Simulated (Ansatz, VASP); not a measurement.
## SiGe2: VASP beside Ansatz

```
CELL_PARAMETERS angstrom
4.83793 0.00000 0.00000
-2.41896 4.18977 0.00000
0.00000 0.00000 2.66508
ATOMIC_POSITIONS crystal
Si 0.00000 0.00000 0.50000
Ge 0.33333 0.66667 0.50000
Ge 0.66667 0.33333 0.50000
```

Alike in both runs: functional PBE; k mesh 6 × 6 × 8; occupations gaussian, width 0.1 eV; no spin polarisation.

Ansatz relaxed the structure, and its values are those at the end. VASP's run is a single point on that final structure, the one shown.

```csv
,VASP,Ansatz
version,VASP 6.6.1,Ansatz 0.2.0
potentials or method,"VASP PAW PBE potentials, release 64 (Si, Ge_d), cutoff 520 eV","scalar-relativistic, plane waves, PAW"
valence electrons in the cell,32,32
```

|  | VASP | Ansatz | Ansatz less VASP |
| --- | --- | --- | --- |
| gap on the k mesh at the Fermi level (eV) | none | none | - |
| pressure (GPa) | 0.0 | 0.0 | 0.00 |

A gap of «none» marks a metal or a gap that the smearing closes.
